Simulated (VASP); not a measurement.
# GaAs in VASP: further runs, part 2 of 2

VASP 6.6.1. The steps go on from the part before.

**3. Single point, PBE+D3(BJ)**

This run uses another cell than the first one, of 77.06 Å³/atom, 1.100 times its volume.

Contents of INCAR:

```
SYSTEM = GaAs
PREC = Accurate
ENCUT = 520
EDIFF = 1E-6
ISMEAR = 0
SIGMA = 0.05
LREAL = Auto
LASPH = .True.
NELM = 80
ALGO = Normal
ISIF = 2
LWAVE = .False.
LCHARG = .False.
LDIPOL = .True.
IDIPOL = 3
DIPOL = 0.5 0.5 0.457
GGA = PE
IVDW = 12
NBANDS = 86
```

Contents of KPOINTS:

```
Automatic mesh
0
Gamma
  2 2 1
  0 0 0
```

Contents of POSCAR:

```
GaAs
1.0
    8.0267120191      0.0000000000      0.0000000000
   -4.0133560095      6.9513365174      0.0000000000
    0.0000000000      0.0000000000     22.0961143248
As Ga
8 8
Direct
    0.5000000000      0.0000000000      0.3620546076
    0.5000000000      0.5000000000      0.3620546076
    0.0000000000      0.0000000000      0.3620546076
    0.0000000000      0.5000000000      0.3620546076
    0.6677170092      0.8331992389      0.5210632003
    0.6693883461      0.3315090888      0.5209222096
    0.1678825768      0.8328507781      0.5209065874
    0.1675157676      0.3331399214      0.5209816101
    0.1666666667      0.8333333333      0.3991300342
    0.1666666667      0.3333333333      0.3991300342
    0.6666666667      0.8333333333      0.3991300342
    0.6666666667      0.3333333333      0.3991300342
    0.3344730534      0.6661927777      0.5463059871
    0.3358140736      0.1672715512      0.5451262429
    0.8337184411      0.6650064673      0.5450508461
    0.8353462413      0.1655248012      0.5476485056
```

Potentials or basis: VASP PAW PBE potentials, release 64 (As, Ga_d).

On the command line:

```bash
$ cat potpaw_PBE.64/As/POTCAR potpaw_PBE.64/Ga_d/POTCAR > POTCAR
$ mpirun -np 1 vasp_std > vasp.out
```

OUTCAR:

```text
SYSTEM = GaAs
   PREC = Accurate
   ENCUT = 520
   EDIFF = 1E-6
   ISMEAR = 0
   LREAL = Auto
   LASPH = .True.
   NELM = 80
   ISIF = 2
   GGA = PE
   IVDW = 12
 IVDW          = 12

 ion  position               nearest neighbor table
   1  0.500  0.000  0.362-  12 2.46   9 2.46  11 2.46
   2  0.500  0.500  0.362-  11 2.46  10 2.46  12 2.46
   3  0.000  0.000  0.362-  10 2.46  11 2.46   9 2.46
   4  0.000  0.500  0.362-   9 2.46  12 2.46  10 2.46
   5  0.668  0.833  0.521-  13 2.38  15 2.38  16 2.38  11 2.69
   6  0.669  0.332  0.521-  15 2.38  14 2.38  16 2.38  12 2.69
   7  0.168  0.833  0.521-  15 2.38  13 2.38  14 2.39   9 2.69
   8  0.168  0.333  0.521-  13 2.38  16 2.38  14 2.38  10 2.69
   9  0.167  0.833  0.399-   4 2.46   1 2.46   3 2.46   7 2.69
  10  0.167  0.333  0.399-   3 2.46   2 2.46   4 2.46   8 2.69
  11  0.667  0.833  0.399-   2 2.46   3 2.46   1 2.46   5 2.69
  12  0.667  0.333  0.399-   1 2.46   4 2.46   2 2.46   6 2.69
  13  0.334  0.666  0.546-   8 2.38   5 2.38   7 2.38
  14  0.336  0.167  0.545-   6 2.38   8 2.38   7 2.39
  15  0.834  0.665  0.545-   6 2.38   5 2.38   7 2.38
  16  0.835  0.166  0.548-   6 2.38   8 2.38   5 2.38

  LATTYP: Found a hexagonal cell.
 ALAT       =     8.0267120191
 C/A-ratio  =     2.7528226093

  Lattice vectors:

 A1 = (   8.0267120191,   0.0000000000,   0.0000000000)
 A2 = (  -4.0133560095,   6.9513365174,   0.0000000000)
 A3 = (   0.0000000000,   0.0000000000,  22.0961143248)

Analysis of symmetry for initial positions (statically):
=====================================================================
 Subroutine PRICEL returns:
 Original cell was already a primitive cell.

 Routine SETGRP: Setting up the symmetry group for a
 hexagonal supercell.

 Subroutine GETGRP returns: Found  1 space group operations
 (whereof  1 operations were pure point group operations)
 out of a pool of 24 trial point group operations.

The static configuration has the point symmetry C_1 .

Analysis of symmetry for dynamics (positions and initial velocities):
=====================================================================
 Subroutine PRICEL returns:
 Original cell was already a primitive cell.

 Routine SETGRP: Setting up the symmetry group for a
 hexagonal supercell.

 Subroutine GETGRP returns: Found  1 space group operations
 (whereof  1 operations were pure point group operations)
 out of a pool of 24 trial point group operations.

The dynamic configuration has the point symmetry C_1 .

 Subroutine INISYM returns: Found  1 space group operations
 (whereof  1 operations are pure point group operations),
 and found     1 'primitive' translations

----------------------------------------------------------------------------------------

                                     Primitive cell

  volume of cell :    1232.8831

  direct lattice vectors                    reciprocal lattice vectors
     8.026712019  0.000000000  0.000000000     0.124584014  0.071928614  0.000000000
    -4.013356009  6.951336517  0.000000000     0.000000000  0.143857228  0.000000000
     0.000000000  0.000000000 22.096114325     0.000000000  0.000000000  0.045256826

  length of vectors
     8.026712019  8.026712019 22.096114325     0.143857228  0.143857228  0.045256826

  position of ions in fractional coordinates (direct lattice)
     0.500000000  0.000000000  0.362054608
[... 70 lines left out ...]
   dimension x,y,z NGX =    60 NGY =   60 NGZ =  168
   dimension x,y,z NGXF=   120 NGYF=  120 NGZF=  336
   ions per type =               8   8
   NGX,Y,Z   is equivalent  to a cutoff of  12.43, 12.43, 12.64 a.u.
   NGXF,Y,Z  is equivalent  to a cutoff of  24.85, 24.85, 25.28 a.u.
 SYSTEM =  GaAs
   PREC   = accura    normal or accurate (medium, high low for compatibility)
   ISTART =      0    job   : 0-new  1-cont  2-samecut
   ICHARG =      2    charge: 1-file 2-atom 10-const
   ISPIN  =      1    spin polarized calculation?
   LNONCOLLINEAR =      F non collinear calculations
   LSORBIT =      F    spin-orbit coupling
   LASPH  =      T    aspherical Exc in radial PAW
   ENCUT  =  520.0 eV  38.22 Ry    6.18 a.u.  14.92 14.92 41.08*2*pi/ulx,y,z
   NELM   =     80;   NELMIN=  2; NELMDL= -5     # of ELM steps
   EDIFF  = 0.1E-05   stopping-criterion for ELM
   LREAL  =      T    real-space projection
   EDIFFG = 0.1E-04   stopping-criterion for IOM
   NSW    =      0    number of steps for IOM
   IBRION =     -1    ionic relax: 0-MD 1-quasi-New 2-CG
   NFREE  =      0    steps in history (QN), initial steepest desc. (CG)
   ISIF   =      2    stress and relaxation
   ISYM   =      2    0-nonsym 1-usesym 2-fastsym
   POTIM  = 0.5000    time-step for ionic-motion
   TEBEG  =    0.0;   TEEND  =   0.0 temperature during run
   PSTRESS=    0.0 pullay stress
   NELECT =     144.0000    total number of electrons
   NUPDOWN=      -1.0000    fix difference up-down
   EMIN   =  10.00;   EMAX   =-10.00  energy-range for DOS
   EFERMI =   0.00;   METHOD = LEGACY
   ISMEAR =     0;   SIGMA  =   0.05  broadening in eV -4-tet -1-fermi 0-gaus
   EFERMI_NEDOS =   21; number of points for ismear=-14 and -15
   IALGO  =     38    algorithm
   IMIX   =      4    mixing-type and parameters
     AMIX     =   0.40;   BMIX     =  1.00
     AMIX_MAG =   1.60;   BMIX_MAG =  1.00
  volume/ion in A,a.u.               =      77.06       519.99
  Fermi-wavevector in a.u.,A,eV,Ry     =   0.800243  1.512239  8.713012  0.640388
  Thomas-Fermi vector in A             =   1.907501
   LORBIT       =      0    0 simple, 1 ext, 2 COOP (PROOUT), +10 PAW based schemes
   GGA     = PE    functional components
   LHFCALC =     F    Hartree Fock is set to
   AEXX    =    0.0000 exact exchange contribution
   IVDW    =    12    specifies the selected vdW correction
   LEPSILON=     F    determine dielectric tensor
   LRPA    =     F    only Hartree local field effects (RPA)
 non-spin polarized calculation
 Gauss-broadening in eV      SIGMA  =   0.05
  energy-cutoff  :      520.00
  volume of cell :     1232.88
 maximum number of plane-waves:     33188
 NGX is ok and might be reduce to    60
   NGX = 29   NGY = 29   NGZ = 83

 number of electron     143.9999893 magnetization

 dipolmoment           0.000000      0.000000     -0.647547 electrons x Angstroem

 Free energy of the ion-electron system (eV)
  ---------------------------------------------------
  ext. energy  EPLUGINS =         0.00000000
  ---------------------------------------------------
  free energy    TOTEN  =       -59.76070018 eV

  energy without entropy =      -59.74170694  energy(sigma->0) =      -59.75120356

 E-fermi :  -1.8354     XC(G=0):  -3.4700

 val. band max:       -1.8461027774   @ k =   0.0000   0.0000   0.0000
 cond. band min:      -1.4126496863   @ k =   0.5000   0.5000   0.0000
 fundamental gap:      0.4334530910
 Fermi energy:        -1.8353561283

 k-point     1 :       0.0000    0.0000    0.0000
  band No.  band energies     occupation
      1     -17.7041      2.00000
      2     -17.6901      2.00000
      3     -17.6897      2.00000
      4     -17.6865      2.00000
      5     -17.6171      2.00000
      6     -17.6154      2.00000
[... 337 lines left out ...]
     83       1.9214      0.00000
     84       1.9373      0.00000
 [bands above 84 left out]

------------------------ aborting loop because EDIFF is reached ----------------------------------------

 vacuum level on the upper side and lower side of the slab       (xc-potential included)        -1.114         0.921

 Edisp (eV)   -3.36649

 E8    (eV) :    -1.5718

  FORCE on cell =-STRESS in cart. coord.  units (eV):
  Direction    XX          YY          ZZ          XY          YZ          ZX
  --------------------------------------------------------------------------------------
  -------------------------------------------------------------------------------------
  Total       4.93340     4.93017    -0.43430     0.00663     0.01707    -0.05418
  in kB       6.41114     6.40694    -0.56440     0.00861     0.02218    -0.07040
  external pressure =        4.08 kB  Pullay stress =        0.00 kB

 VOLUME and BASIS-vectors are now :
 -----------------------------------------------------------------------------
  energy-cutoff  :      520.00
  volume of cell :     1232.88
      direct lattice vectors                 reciprocal lattice vectors
     8.026712019  0.000000000  0.000000000     0.124584014  0.071928614  0.000000000
    -4.013356009  6.951336517  0.000000000     0.000000000  0.143857228  0.000000000
     0.000000000  0.000000000 22.096114325     0.000000000  0.000000000  0.045256826

 POSITION                                       TOTAL-FORCE (eV/Angst)
 -----------------------------------------------------------------------------------
      4.01336      0.00000      8.00000         0.003474     -0.001673      0.174788
      2.00668      3.47567      8.00000         0.006564     -0.002452      0.191956
      0.00000      0.00000      8.00000         0.005931     -0.002451      0.182592
     -2.00668      3.47567      8.00000         0.003934     -0.000421      0.174815
      2.01565      5.79185     11.51347         0.008975     -0.014919     -0.005463
      4.04252      2.30443     11.51036        -0.040839      0.015001     -0.016469
[... 8 lines left out ...]
      4.02311      4.62268     12.04351         0.007922      0.037459      0.031365
      6.04077      1.15062     12.10090         0.021178     -0.017560      0.024013
 -----------------------------------------------------------------------------------
    total drift:                               -0.005453      0.003441     -0.060941

  FREE ENERGIE OF THE ION-ELECTRON SYSTEM (eV)
  ---------------------------------------------------
  free  energy   TOTEN  =       -63.1271945871 eV

  energy  without entropy=      -63.1082013427  energy(sigma->0) =      -63.11769796

 vacuum level on the upper side and lower side of the slab         1.392         3.476
```

Wall time 15 min (1 thread of AMD EPYC 9R45 (Zen 5), shared host); peak memory 1.1 GiB.

Results:

```yaml
Free_energy: -63.1272 eV
Largest_force: 0.208 eV/Å
Band_gap_on_the_k_mesh: zero (filled and empty bands touch)
Dispersion_energy_per_atom: -0.210 eV
```

Forces on the atoms (eV/Å):
```
As   0.003 -0.002  0.175
As   0.007 -0.002  0.192
As   0.006 -0.002  0.183
As   0.004  0.000  0.175
As   0.009 -0.015 -0.005
As  -0.041  0.015 -0.016
As  -0.005  0.017  0.006
As   0.025 -0.008 -0.004
Ga   0.007 -0.004 -0.196
Ga  -0.019 -0.001 -0.203
Ga  -0.010  0.016 -0.199
Ga   0.016 -0.010 -0.207
Ga  -0.006  0.012  0.019
Ga  -0.025 -0.035  0.026
Ga   0.008  0.037  0.031
Ga   0.021 -0.018  0.024
```

Caveat: the k points lie up to 0.45 Å⁻¹ apart.
